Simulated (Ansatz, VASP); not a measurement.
**MgO: VASP beside Ansatz**

File INCAR:

```
PREC = Accurate ; ENCUT = 520
EDIFF = 1E-7 ; ISMEAR = -1
SIGMA = 0.05 ; LREAL = F
LASPH = T ; NELM = 80
ALGO = Normal ; ISIF = 2
LWAVE = F ; LCHARG = F
GGA = PE ; NBANDS = 16
```

File KPOINTS:

```
regular mesh
0
Gamma
  9 9 7
```

The input POSCAR:

```
MgO
1.0
    3.4629786485      0.0000000000      0.0000000000
   -1.7314893243      2.9990274824      0.0000000000
    0.0000000000      0.0000000000      4.1499998300
Mg O
2 2
Direct
    0.3333333333      0.6666666667      0.2500000000
    0.6666666667      0.3333333333      0.7500000000
    0.3333333333      0.6666666667      0.7500000000
    0.6666666667      0.3333333333      0.2500000000
```

Contents of input.yaml:

```yaml
crystal:
  lattice:
    - [3.4629786485, 0.0, 0.0]
    - [-1.7314893243, 2.9990274824, 0.0]
    - [0.0, 0.0, 4.14999983]
  atoms:
    - { symbol: Mg, position: [0.3333333333, 0.6666666667, 0.25] }
    - { symbol: Mg, position: [0.6666666667, 0.3333333333, 0.75] }
    - { symbol: O, position: [0.3333333333, 0.6666666667, 0.75] }
    - { symbol: O, position: [0.6666666667, 0.3333333333, 0.25] }
hamiltonian:
  xc: pbe
  pseudopotentials: { kind: paw }
kpoints:
  mp_grid: { grid: [9, 9, 7] }
scf:
  occupations: { method: fermi_dirac, width: 0.05 }
output:
  forces: true
  stress: true
  eigenvalues: true
```

Alike in both runs: task single point; functional PBE; k mesh 9 × 9 × 7; occupations fermi-dirac, width 0.05 eV; no spin polarisation.

|  | VASP | Ansatz |
| --- | --- | --- |
| version | VASP 6.6.1 | Ansatz 0.2.0 |
| potentials or method | VASP PAW PBE potentials, release 64 (Mg, O) | Ansatz PAW |
| plane-wave cutoff (eV) | 520 | 420 |
| valence electrons in the cell | 16 | 32 |

Ansatz gave:

- gap on the k mesh at the Fermi level (eV): 3.56
- least direct gap on the mesh (eV): 3.56
- pressure (GPa): 7.5
- traceless stress, the component that is largest in VASP (GPa): 0.89

Problem. What did VASP give for the same quantities?

Solution. gap on the k mesh at the Fermi level (eV): 3.54; least direct gap on the mesh (eV): 3.54; pressure (GPa): 7.1; traceless stress, the component that is largest in VASP (GPa): 0.79.

VASP's potentials hold 16 valence electrons a cell and Ansatz's 32, so a difference there can come from the potentials and not from the codes.

Noted on Ansatz's run: odd divisions of the mesh miss points on the zone boundary, where band edges often lie, so the gap on the mesh can be too wide.
